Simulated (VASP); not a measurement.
# SnO2 (R-3m) in VASP: vibrations by perturbation theory with PBEsol

Aim: the vibrations by perturbation theory of SnO2 with PBEsol.

All numbers are computed with VASP 6.6.1; they aren't measurements. Logs are shortened: lines on timing, memory, paths and dates and some standing lists are left out, and cuts for length are marked.

## (1) The cell of the first run

It takes space group R-3m (No. 166, trigonal). The conventional cell has a = 3.211 Å, b = 3.211 Å, c = 13.231 Å, α = 90.00°, β = 90.00°, γ = 120.00°. Sn (site symmetry -3m) has 6 O at 2.10 Å within 2.8 Å. Within 2.8 Å of O (site symmetry 3m) lie 3 Sn at 2.10 Å and 3 O at 2.71 Å.

## (2) Vibrations by perturbation theory, PBEsol

Contents of INCAR:

```
ALGO = Normal ; EDIFF = 1E-8
ENCUT = 600 ; GGA = PS
GGA_COMPAT = F ; IBRION = 8
ISIF = 2 ; ISMEAR = 0
LASPH = T ; LCHARG = F
LREAL = F ; LWAVE = F
NELM = 120 ; NSW = 1
PREC = Accurate ; SIGMA = 0.05
```

Contents of KPOINTS:

```
k-points
0
Gamma
  12 12 12
```

Contents of POSCAR:

```
SnO2
1.0
    1.6053951392      0.9268753158      4.4103567215
   -1.6053951392      0.9268753158      4.4103567215
    0.0000000000     -1.8537506316      4.4103567215
Sn O
1 2
Direct
    0.5000000000      0.5000000000      0.5000000000
    0.2414378086      0.2414378086      0.2414378086
    0.7585621914      0.7585621914      0.7585621914
```

Potentials or basis: VASP PAW PBE potentials, release 64 (Sn_d, O).

Started as:

```sh
cat potpaw_PBE.64/Sn_d/POTCAR potpaw_PBE.64/O/POTCAR > POTCAR
mpirun -np 1 vasp_std > vasp.out
```

OUTCAR:

```text
EDIFF = 1E-8
   ENCUT = 600
   GGA = PS
   IBRION = 8
   ISIF = 2
   ISMEAR = 0
   LASPH = T
   LREAL = F
   NELM = 120
   NSW = 1
   PREC = Accurate

 ion  position               nearest neighbor table
   1  0.500  0.500  0.500-   2 2.10   2 2.10   3 2.10   3 2.10   2 2.10   3 2.10
   2  0.241  0.241  0.241-   1 2.10   1 2.10   1 2.10
   3  0.759  0.759  0.759-   1 2.10   1 2.10   1 2.10

  LATTYP: Found a trigonal (rhomboedric) cell.
 ALAT       =     4.7841026133
 COS(alpha) =     0.7747872826

  Lattice vectors:

 A1 = (   1.6053951392,   0.9268753158,   4.4103567215)
 A2 = (  -1.6053951392,   0.9268753158,   4.4103567215)
 A3 = (   0.0000000000,  -1.8537506316,   4.4103567215)

Analysis of symmetry for initial positions (statically):
=====================================================================
 Subroutine PRICEL returns:
 Original cell was already a primitive cell.

 Routine SETGRP: Setting up the symmetry group for a
 trigonal (rhombohedral) supercell.

 Subroutine GETGRP returns: Found 12 space group operations
 (whereof 12 operations were pure point group operations)
 out of a pool of 12 trial point group operations.

The static configuration has the point symmetry D_3d.

Analysis of symmetry for dynamics (positions and initial velocities):
=====================================================================
 Subroutine PRICEL returns:
 Original cell was already a primitive cell.

 Routine SETGRP: Setting up the symmetry group for a
 trigonal (rhombohedral) supercell.

 Subroutine GETGRP returns: Found 12 space group operations
 (whereof 12 operations were pure point group operations)
 out of a pool of 12 trial point group operations.

The dynamic configuration has the point symmetry D_3d.

 Subroutine INISYM returns: Found 12 space group operations
 (whereof 12 operations are pure point group operations),
 and found     1 'primitive' translations

----------------------------------------------------------------------------------------

                                     Primitive cell

  volume of cell :      39.3757

  direct lattice vectors                    reciprocal lattice vectors
     1.605395139  0.926875316  4.410356722     0.311449803  0.179815628  0.075579676
    -1.605395139  0.926875316  4.410356722    -0.311449803  0.179815628  0.075579676
     0.000000000 -1.853750632  4.410356722     0.000000000 -0.359631255  0.075579676

  length of vectors
     4.784102613  4.784102613  4.784102613     0.367487316  0.367487316  0.367487316

  position of ions in fractional coordinates (direct lattice)
     0.500000000  0.500000000  0.500000000
     0.241437809  0.241437809  0.241437809
     0.758562191  0.758562191  0.758562191

  ion indices of the primitive-cell ions
   primitive index   ion index
                 1           1
                 2           2
                 3           3

----------------------------------------------------------------------------------------

 KPOINTS: k-points

Automatic generation of k-mesh.
 Grid dimensions read from file:
 generate k-points for:   12   12   12

 Generating k-lattice:

  Cartesian coordinates                     Fractional coordinates (reciprocal lattice)
[... 95 lines left out ...]
 maximum number of plane-waves:      1332
 NGX is ok and might be reduce to    40
   NGX = 19   NGY = 19   NGZ = 19

--------------------------------------- Ionic step        1  -------------------------------------------

 number of electron      26.0000000 magnetization

 Free energy of the ion-electron system (eV)
  ---------------------------------------------------
  ext. energy  EPLUGINS =         0.00000000
  ---------------------------------------------------
  free energy    TOTEN  =       -19.32822446 eV

  energy without entropy =      -19.32822446  energy(sigma->0) =      -19.32822446

 E-fermi :   4.6709     XC(G=0): -10.8754

 val. band max:        4.4497289054   @ k =  -0.0833   0.0833   0.0000
 cond. band min:       6.2332505946   @ k =   0.0000   0.0000   0.0000
 fundamental gap:      1.7835216892
 Fermi energy:         4.6709338429

 k-point     1 :       0.0000    0.0000    0.0000
  band No.  band energies     occupation
      1     -15.6158      2.00000
      2     -15.3265      2.00000
      3     -15.3265      2.00000
      4     -15.1106      2.00000
      5     -15.1106      2.00000
      6     -13.7603      2.00000
[... 457 lines left out ...]
      4     -15.0840      2.00000
      5     -15.0497      2.00000
      6     -12.0554      2.00000
[... 9 lines left out ...]
     16      14.3609      0.00000
     17      15.9107      0.00000

 [... further k-points ...]

------------------------ aborting loop because EDIFF is reached ----------------------------------------

  FORCE on cell =-STRESS in cart. coord.  units (eV):
  Direction    XX          YY          ZZ          XY          YZ          ZX
  --------------------------------------------------------------------------------------
  -------------------------------------------------------------------------------------
  Total        0.2164054      0.2164054      0.0365357      0.0000000      0.0000000     -0.0000000
  in kB        8.8054263      8.8054263      1.4866183      0.0000000      0.0000000     -0.0000000
  external PRESSURE =       6.3658236 kB  Pullay stress =       0.0000000 kB

 VOLUME and BASIS-vectors are now :
 -----------------------------------------------------------------------------
  energy-cutoff  :      600.00
  volume of cell :       39.38
      direct lattice vectors                 reciprocal lattice vectors
     1.605395139  0.926875316  4.410356722     0.311449803  0.179815628  0.075579676
    -1.605395139  0.926875316  4.410356722    -0.311449803  0.179815628  0.075579676
     0.000000000 -1.853750632  4.410356722     0.000000000 -0.359631255  0.075579676

 POSITION                                       TOTAL-FORCE (eV/Angst)
 -----------------------------------------------------------------------------------
      0.00000      0.00000      6.61554         0.000000      0.000000     -0.000000
      0.00000      0.00000      3.19448        -0.000000      0.000000      0.059428
      0.00000      0.00000     10.03659        -0.000000     -0.000000     -0.059428
 -----------------------------------------------------------------------------------
    total drift:                                0.000000      0.000000     -0.000000

  FREE ENERGIE OF THE ION-ELECTRON SYSTEM (eV)
  ---------------------------------------------------
  free  energy   TOTEN  =       -19.3282244601 eV

  energy  without entropy=      -19.3282244601  energy(sigma->0) =      -19.32822446

[... ionic steps 2 to 3 ...]

--------------------------------------- Ionic step        4  -------------------------------------------

------------------------ aborting loop because EDIFF is reached ----------------------------------------
[... 11 lines left out ...]
[... ionic steps 8 to 8 ...]

--------------------------------------- Ionic step        9  -------------------------------------------

 Free energy of the ion-electron system (eV)
  ---------------------------------------------------
  ---------------------------------------------------
  free energy    TOTEN  =        -0.37611281 eV

  energy without entropy =       -0.37611281

------------------------ aborting loop because EDIFF is reached ----------------------------------------

 INTERNAL STRAIN TENSOR  FOR ION    2  DIRECTION 3   (eV/Angst):
 -----------------------------------------------------------------------------
   -10.15235  0.00000 -0.00000
    -0.00000-10.15235 -0.00000
    -0.00000 -0.00000-12.45358

 INTERNAL STRAIN TENSOR FOR ION    3 for displacements in x,y,z  (eV/Angst):
          X           Y           Z          XY          YZ          ZX
  --------------------------------------------------------------------------------
  x     0.00000     0.00000     0.00000     1.41381    -0.00000    11.10648
  y     1.41381    -1.41381     0.00000    -0.00000    11.36667    -0.00000
  z    10.15235    10.15235    12.45358     0.00000    -0.00000     0.00000

 SECOND DERIVATIVES (NOT SYMMETRIZED)
 ------------------------------------
               1X          1Y          1Z          2X          2Y          2Z          3X          3Y          3Z
  1X   -15.177860    0.000000    0.000000    7.588930    0.000000    0.000000    7.588930    0.000000    0.000000
  1Y     0.000000  -15.177860    0.000000    0.000000    7.588930   -0.000000    0.000000    7.588930   -0.000000
  1Z     0.000000   -0.000000  -18.134015    0.000000    0.000000    9.067008    0.000000    0.000000    9.067008
  2X     7.591398    0.000000    0.000000   -9.889987   -0.000000    0.000000    2.298589    0.000000    0.000000
  2Y     0.000000    7.591398   -0.000000   -0.000000   -9.889987   -0.000000    0.000000    2.298589    0.000000
  2Z     0.000000    0.000000    9.082229    0.000000    0.000000  -11.774135    0.000000    0.000000    2.691906
  3X     7.591398    0.000000    0.000000    2.298589    0.000000    0.000000   -9.889987   -0.000000    0.000000
  3Y     0.000000    7.591398   -0.000000    0.000000    2.298589    0.000000   -0.000000   -9.889987   -0.000000
  3Z     0.000000    0.000000    9.082229    0.000000    0.000000    2.691906    0.000000    0.000000  -11.774135

 Eigenvectors and eigenvalues of the dynamical matrix
 ----------------------------------------------------

   1 f  =   14.865023 THz    93.399694 2PiTHz  495.843794 cm-1    61.476768 meV
             X         Y         Z           dx          dy          dz
      0.000000  0.000000  6.615535     0.000000   -0.000000   -0.000000
      0.000000  0.000000  3.194481     0.000000   -0.000000   -0.707107
      0.000000  0.000000 10.036590    -0.000000    0.000000    0.707107
[... 43 lines left out ...]
   9 f/i=    0.004549 THz     0.028580 2PiTHz    0.151728 cm-1     0.018812 meV
             X         Y         Z           dx          dy          dz
      0.000000  0.000000  6.615535     0.000000   -0.000000    0.887667
      0.000000  0.000000  3.194481     0.000000   -0.000000    0.325613
      0.000000  0.000000 10.036590     0.000000   -0.000000    0.325613

--------------------------------------------------------------------------------------------------------

 ELASTIC MODULI CONTR FROM IONIC RELAXATION (kBar)
 Direction    XX          YY          ZZ          XY          YZ          ZX
 --------------------------------------------------------------------------------
 XX        -593.1690   -566.4775   -711.2516      0.0000   -107.2963      0.0000
 YY        -566.4775   -593.1690   -711.2516     -0.0000    107.2963     -0.0000
 ZZ        -711.2516   -711.2516   -872.4708     -0.0000     -0.0000     -0.0000
 XY           0.0000     -0.0000     -0.0000    -13.3458      0.0000   -104.8401
 YZ        -107.2963    107.2963     -0.0000      0.0000   -862.6325      0.0000
 ZX           0.0000     -0.0000     -0.0000   -104.8401      0.0000   -823.5917
 --------------------------------------------------------------------------------
```

It took 85 min on 1 thread of Intel Xeon 8259CL, shared host; peak memory 1.5 GiB.

Results:

```
Highest phonon frequency at Γ, LO-TO splitting left out : 496 cm⁻¹
```

Phonon frequencies in cm⁻¹ (negative: imaginary):
| q point | frequencies |
| --- | --- |
| (0.000, 0.000, 0.000) | 0 0 0 405 405 443 455 455 496 |

Caveat: the PAW data sets were made with another functional, which shifts forces and pressure a little; spin-orbit coupling is left out, which moves the levels of the heavy elements.
